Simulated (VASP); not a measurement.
Set up this calculation in VASP 6.6.1, as the native input.

```
Task                   : single point
Functional             : r2SCAN
Potentials or basis    : VASP PAW PBE potentials, release 64 (Si, As)
Cutoff                 : 520 eV
k mesh                 : 12 × 12 × 8
Occupations            : gaussian, width 0.1 eV
Spin                   : no spin polarisation
Dipole correction      : no
Further INCAR settings : ALGO = Normal; EDIFF = 1e-07; NBANDS = 19
```

Crystal: Si3As2.

```
Si As
1.0
     4.49498    0.00000    0.00000
    -2.24749    3.89277    0.00000
     0.00000    0.00000    5.27446
Si As
3 2
Direct
  0.00000 0.00000 0.00000
  0.33333 0.66667 0.77255
  0.66667 0.33333 0.22745
  0.33333 0.66667 0.25378
  0.66667 0.33333 0.74622
```

The input as run:

POSCAR

```
Si3As2
1.0
    4.4949840808      0.0000000000      0.0000000000
   -2.2474920404      3.8927704036      0.0000000000
    0.0000000000      0.0000000000      5.2744609554
Si As
3 2
Direct
    0.0000000000      0.0000000000      0.0000000000
    0.3333333333      0.6666666667      0.7725463430
    0.6666666667      0.3333333333      0.2274536570
    0.3333333333      0.6666666667      0.2537760817
    0.6666666667      0.3333333333      0.7462239183
```

INCAR.step1

```
SYSTEM = Si3As2
  PREC = Accurate
  ENCUT = 520
  ISMEAR = 0
  SIGMA = 0.1
  LREAL = .FALSE.
  LASPH = .TRUE.
  NELM = 100
  NBANDS = 19
  GGA = PE
  ALGO = Normal
  EDIFF = 1E-4
  LWAVE = .TRUE.
  LCHARG = .FALSE.
```

INCAR.step2

```
SYSTEM = Si3As2
  PREC = Accurate
  ENCUT = 520
  EDIFF = 1E-7
  ISMEAR = 0
  SIGMA = 0.1
  LREAL = .FALSE.
  LASPH = .TRUE.
  NELM = 100
  ALGO = Normal
  ISIF = 2
  LWAVE = .FALSE.
  LCHARG = .TRUE.
  METAGGA = R2SCAN
  LMIXTAU = .TRUE.
  LELF = .TRUE.
  LVHAR = .TRUE.
  NBANDS = 19
  ISTART = 1
```

KPOINTS

```
Automatic mesh
0
G
  12 12 8
  0 0 0
```

Potentials or basis: VASP PAW PBE potentials, release 64 (Si, As).

Command:

```sh
$ cat potpaw_PBE.64/Si/POTCAR potpaw_PBE.64/As/POTCAR > POTCAR
$ cp INCAR.step1 INCAR
$ mpirun -np 1 vasp_std > vasp.out
$ cp INCAR.step2 INCAR
$ mpirun -np 1 vasp_std > vasp.out
```

It gave:

The pressure is 0.0 GPa and the band gap on the k mesh is zero (bands 11 and 12 overlap by 4.01 eV).

Caveat: the PAW data sets were made with another functional, which shifts forces and pressure a little.

Wall time 5 min on 1 thread of Intel(R) Xeon(R) 6975P-C (Granite Rapids) (shared host), peak memory 0.36 GiB.
